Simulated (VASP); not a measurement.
# PIr (F-43m) in VASP: settings compared

PIr is run at these levels: PBE, PBE+D3(BJ), PBEsol, LDA; tasks: single point.

All numbers are computed with VASP 6.6.1; they aren't measurements. Logs are shortened: lines on timing, memory, paths and dates and some standing lists are left out, and cuts for length are marked.

## Step 1: The cell of the first run

Symmetry: F-43m, No. 216, cubic system. Conventional cell: a = 5.252 Å, b = 5.252 Å, c = 5.252 Å, α = 90.00°, β = 90.00°, γ = 90.00°. Within 3.0 Å of Ir (site symmetry -43m) lie 4 P at 2.27 Å. Within 3.0 Å of P (site symmetry -43m) lie 4 Ir at 2.27 Å.

## Step 2: Single point, PBE

File INCAR:

```
  PREC = Accurate
  ENCUT = 520
  EDIFF = 1E-6
  ISMEAR = 0
  SIGMA = 0.05
  LREAL = False
  LASPH = True
  NELM = 80
  ALGO = Normal
  ISIF = 2
  LWAVE = False
  LCHARG = True
  GGA = PE
  LELF = True
  LVHAR = True
  NBANDS = 14
```

File KPOINTS:

```
regular mesh
0
Gamma
  12 12 12
```

File POSCAR:

```
PIr
1.0
    0.0000000000      2.6258420330      2.6258420330
    2.6258420330      0.0000000000      2.6258420330
    2.6258420330      2.6258420330      0.0000000000
Ir P
1 1
Direct
    0.0000000000      0.0000000000      0.0000000000
    0.2500000000      0.2500000000      0.2500000000
```

Potentials or basis: VASP PAW PBE potentials, release 64 (Ir, P).

Run with:

```sh
> cat potpaw_PBE.64/Ir/POTCAR potpaw_PBE.64/P/POTCAR > POTCAR
> mpirun -np 1 vasp_std > vasp.out
```

OUTCAR:

```text
PREC = Accurate
   ENCUT = 520
   EDIFF = 1E-6
   ISMEAR = 0
   LREAL = False
   LASPH = True
   NELM = 80
   ISIF = 2
   GGA = PE

 ion  position               nearest neighbor table
   1  0.000  0.000  0.000-   2 2.27   2 2.27   2 2.27   2 2.27
   2  0.250  0.250  0.250-   1 2.27   1 2.27   1 2.27   1 2.27

  LATTYP: Found a face centered cubic cell.
 ALAT       =     5.2516840660

  Lattice vectors:

 A1 = (   0.0000000000,   2.6258420330,   2.6258420330)
 A2 = (   2.6258420330,   0.0000000000,   2.6258420330)
 A3 = (   2.6258420330,   2.6258420330,   0.0000000000)

Analysis of symmetry for initial positions (statically):
=====================================================================
 Subroutine PRICEL returns:
 Original cell was already a primitive cell.

 Routine SETGRP: Setting up the symmetry group for a
 face centered cubic supercell.

 Subroutine GETGRP returns: Found 24 space group operations
 (whereof 24 operations were pure point group operations)
 out of a pool of 48 trial point group operations.

The static configuration has the point symmetry T_d .

Analysis of symmetry for dynamics (positions and initial velocities):
=====================================================================
 Subroutine PRICEL returns:
 Original cell was already a primitive cell.

 Routine SETGRP: Setting up the symmetry group for a
 face centered cubic supercell.

 Subroutine GETGRP returns: Found 24 space group operations
 (whereof 24 operations were pure point group operations)
 out of a pool of 48 trial point group operations.

The dynamic configuration has the point symmetry T_d .

 Subroutine INISYM returns: Found 24 space group operations
 (whereof 24 operations are pure point group operations),
 and found     1 'primitive' translations

----------------------------------------------------------------------------------------

                                     Primitive cell

  volume of cell :      36.2106

  direct lattice vectors                    reciprocal lattice vectors
     0.000000000  2.625842033  2.625842033    -0.190415110  0.190415110  0.190415110
     2.625842033  0.000000000  2.625842033     0.190415110 -0.190415110  0.190415110
     2.625842033  2.625842033  0.000000000     0.190415110  0.190415110 -0.190415110

  length of vectors
     3.713501416  3.713501416  3.713501416     0.329808645  0.329808645  0.329808645

  position of ions in fractional coordinates (direct lattice)
     0.000000000  0.000000000  0.000000000
     0.250000000  0.250000000  0.250000000

  ion indices of the primitive-cell ions
   primitive index   ion index
                 1           1
                 2           2

----------------------------------------------------------------------------------------

 KPOINTS: regular mesh

Automatic generation of k-mesh.
 Grid dimensions read from file:
 generate k-points for:   12   12   12

 Generating k-lattice:

  Cartesian coordinates                     Fractional coordinates (reciprocal lattice)
    -0.015867926  0.015867926  0.015867926     0.083333333  0.000000000  0.000000000
     0.015867926 -0.015867926  0.015867926     0.000000000  0.083333333  0.000000000
     0.015867926  0.015867926 -0.015867926     0.000000000  0.000000000  0.083333333

  Length of vectors
     0.027484054  0.027484054  0.027484054

  Shift w.r.t. Gamma in fractional coordinates (k-lattice)
     0.000000000  0.000000000  0.000000000

 Subroutine IBZKPT returns following result:
 ===========================================

 Found     72 irreducible k-points:

 Following reciprocal coordinates:
            Coordinates               Weight
  0.000000  0.000000  0.000000      1.000000
  0.083333  0.000000  0.000000      8.000000
  0.166667  0.000000  0.000000      8.000000
  0.250000  0.000000  0.000000      8.000000
  0.333333  0.000000  0.000000      8.000000
  0.416667  0.000000  0.000000      8.000000
[... 16 lines left out ...]
  0.500000  0.166667  0.000000     24.000000
 -0.416667  0.166667  0.000000     24.000000
 [... further k-points ...]
   k-points           NKPTS =     72   k-points in BZ     NKDIM =     72   number of bands    NBANDS=     14
   number of dos      NEDOS =    301   number of ions     NIONS =      2
   total plane-waves  NPLWV =  21952
   dimension x,y,z NGX =    28 NGY =   28 NGZ =   28
   dimension x,y,z NGXF=    56 NGYF=   56 NGZF=   56
   ions per type =               1   1
   NGX,Y,Z   is equivalent  to a cutoff of  12.54, 12.54, 12.54 a.u.
   NGXF,Y,Z  is equivalent  to a cutoff of  25.07, 25.07, 25.07 a.u.
 SYSTEM =  unknown system
   PREC   = accura    normal or accurate (medium, high low for compatibility)
   ISTART =      0    job   : 0-new  1-cont  2-samecut
   ICHARG =      2    charge: 1-file 2-atom 10-const
   ISPIN  =      1    spin polarized calculation?
   LNONCOLLINEAR =      F non collinear calculations
   LSORBIT =      F    spin-orbit coupling
   LASPH  =      T    aspherical Exc in radial PAW
   ENCUT  =  520.0 eV  38.22 Ry    6.18 a.u.   6.90  6.90  6.90*2*pi/ulx,y,z
   NELM   =     80;   NELMIN=  2; NELMDL= -5     # of ELM steps
   EDIFF  = 0.1E-05   stopping-criterion for ELM
   LREAL  =      F    real-space projection
   EDIFFG = 0.1E-04   stopping-criterion for IOM
   NSW    =      0    number of steps for IOM
   IBRION =     -1    ionic relax: 0-MD 1-quasi-New 2-CG
   NFREE  =      0    steps in history (QN), initial steepest desc. (CG)
   ISIF   =      2    stress and relaxation
   ISYM   =      2    0-nonsym 1-usesym 2-fastsym
   POTIM  = 0.5000    time-step for ionic-motion
   TEBEG  =    0.0;   TEEND  =   0.0 temperature during run
   PSTRESS=    0.0 pullay stress
   NELECT =      14.0000    total number of electrons
   NUPDOWN=      -1.0000    fix difference up-down
   EMIN   =  10.00;   EMAX   =-10.00  energy-range for DOS
   EFERMI =   0.00;   METHOD = LEGACY
   ISMEAR =     0;   SIGMA  =   0.05  broadening in eV -4-tet -1-fermi 0-gaus
   EFERMI_NEDOS =   21; number of points for ismear=-14 and -15
   IALGO  =     38    algorithm
   IMIX   =      4    mixing-type and parameters
     AMIX     =   0.40;   BMIX     =  1.00
     AMIX_MAG =   1.60;   BMIX_MAG =  1.00
  volume/ion in A,a.u.               =      18.11       122.18
  Fermi-wavevector in a.u.,A,eV,Ry     =   1.192630  2.253743 19.352455  1.422365
  Thomas-Fermi vector in A             =   2.328663
   LORBIT       =      0    0 simple, 1 ext, 2 COOP (PROOUT), +10 PAW based schemes
   GGA     = PE    functional components
   LHFCALC =     F    Hartree Fock is set to
   AEXX    =    0.0000 exact exchange contribution
   IVDW    =     0    specifies the selected vdW correction
   LEPSILON=     F    determine dielectric tensor
   LRPA    =     F    only Hartree local field effects (RPA)
 non-spin polarized calculation
 Gauss-broadening in eV      SIGMA  =   0.05
  energy-cutoff  :      520.00
  volume of cell :       36.21
 maximum number of plane-waves:       992
   NGX = 13   NGY = 13   NGZ = 13

 number of electron      14.0000001 magnetization

 Free energy of the ion-electron system (eV)
  ---------------------------------------------------
  ext. energy  EPLUGINS =         0.00000000
  ---------------------------------------------------
  free energy    TOTEN  =       -15.02317298 eV

  energy without entropy =      -15.02119047  energy(sigma->0) =      -15.02218173

 E-fermi :   6.7929     XC(G=0): -11.0807

 val. band max:        6.7900217444   @ k =  -0.3333   0.3333   0.0833
 cond. band min:       6.8863276973   @ k =  -0.4167   0.3333   0.1667
 fundamental gap:      0.0963059529
 Fermi energy:         6.7928559546

 k-point     1 :       0.0000    0.0000    0.0000
  band No.  band energies     occupation
      1      -6.4229      2.00000
      2       1.0733      2.00000
      3       1.0733      2.00000
      4       1.0733      2.00000
      5       3.9942      2.00000
      6       3.9942      2.00000
      7      10.3781      0.00000
      8      11.8889      0.00000
      9      11.8889      0.00000
     10      11.8889      0.00000
     11      14.2801      0.00000
     12      14.2801      0.00000
     13      14.2801      0.00000
     14      20.0053      0.00000

 k-point     2 :       0.0833    0.0000    0.0000
  band No.  band energies     occupation
      1      -6.3356      2.00000
      2       1.0081      2.00000
      3       1.1157      2.00000
      4       1.1157      2.00000
      5       3.9747      2.00000
      6       3.9747      2.00000
      7      10.3982      0.00000
      8      11.4589      0.00000
      9      11.7504      0.00000
     10      11.7504      0.00000
     11      14.1966      0.00000
     12      14.4047      0.00000
     13      14.4047      0.00000
     14      20.2900      0.00000

 k-point     3 :       0.1667    0.0000    0.0000
  band No.  band energies     occupation
      1      -6.0879      2.00000
      2       0.8544      2.00000
      3       1.2265      2.00000
      4       1.2265      2.00000
      5       3.9452      2.00000
      6       3.9452      2.00000
      7       9.4857      0.00000
      8      11.3329      0.00000
      9      11.3329      0.00000
     10      11.4183      0.00000
     11      14.1251      0.00000
     12      14.7552      0.00000
     13      14.7552      0.00000
     14      20.0183      0.00000
[... 324 lines left out ...]
 k-point    23 :       0.5000    0.1667    0.0000
  band No.  band energies     occupation
      1      -4.7709      2.00000
      2       0.7380      2.00000
      3       1.5310      2.00000
      4       1.7963      2.00000
      5       4.0146      2.00000
      6       4.4115      2.00000
      7       4.9196      2.00000
      8       8.5413      0.00000
      9       8.5882      0.00000
     10      12.6050      0.00000
     11      15.0095      0.00000
     12      16.3169      0.00000
     13      17.4935      0.00000
     14      19.5697      0.00000

 k-point    24 :      -0.4167    0.1667    0.0000
  band No.  band energies     occupation
      1      -4.7408      2.00000
      2       0.9064      2.00000
      3       1.4006      2.00000
      4       1.7808      2.00000
      5       4.0071      2.00000
      6       4.1894      2.00000
      7       5.0966      2.00000
      8       8.0856      0.00000
      9       8.9868      0.00000
     10      12.5571      0.00000
     11      15.0988      0.00000
     12      16.1186      0.00000
     13      17.9658      0.00000
     14      19.5813      0.00000

 [... further k-points ...]
[... 5 lines left out ...]
  --------------------------------------------------------------------------------------
  -------------------------------------------------------------------------------------
  Total        0.0747824      0.0747824      0.0747824      0.0000000      0.0000000      0.0000000
  in kB        3.3088293      3.3088293      3.3088293      0.0000000      0.0000000      0.0000000
  external PRESSURE =       3.3088293 kB  Pullay stress =       0.0000000 kB

 VOLUME and BASIS-vectors are now :
 -----------------------------------------------------------------------------
  energy-cutoff  :      520.00
  volume of cell :       36.21
      direct lattice vectors                 reciprocal lattice vectors
     0.000000000  2.625842033  2.625842033    -0.190415110  0.190415110  0.190415110
     2.625842033  0.000000000  2.625842033     0.190415110 -0.190415110  0.190415110
     2.625842033  2.625842033  0.000000000     0.190415110  0.190415110 -0.190415110

 POSITION                                       TOTAL-FORCE (eV/Angst)
 -----------------------------------------------------------------------------------
      0.00000      0.00000      0.00000        -0.000000     -0.000000     -0.000000
      1.31292      1.31292      1.31292         0.000000      0.000000      0.000000
 -----------------------------------------------------------------------------------
    total drift:                               -0.000000     -0.000000     -0.000000

  FREE ENERGIE OF THE ION-ELECTRON SYSTEM (eV)
  ---------------------------------------------------
  free  energy   TOTEN  =       -15.0231729815 eV

  energy  without entropy=      -15.0211904721  energy(sigma->0) =      -15.02218173
```

It took 14 s on 1 thread of Intel Xeon 6975P-C (Granite Rapids), shared host; peak memory 0.18 GiB.

Results:

| Item | Value |
| --- | --- |
| Free energy | -15.0232 eV |
| Pressure | 0.3 GPa |
| Band gap on the k mesh | zero (band 7 reaches 10.49 eV, above the bottom of band 8 at 6.28 eV) |

Levels at points of the mesh, in eV from the Fermi level:
```tsv
k point	band 4	band 5	band 6	band 7	band 8	band 9	band 10	band 11
(0.00, 0.00, 0.00)	-5.72	-2.80	-2.80	3.59	5.10	5.10	5.10	7.49
(0.50, 0.00, 0.00)	-5.26	-2.42	-2.42	-2.05	2.36	2.36	4.79	9.19
(0.50, 0.50, 0.00)	-3.96	-3.07	-1.99	-1.94	-0.41	-0.41	6.94	7.00
```

Caveat: spin-orbit coupling is left out, which moves the levels of the heavy elements.

(Continued in part 2 of 2.)
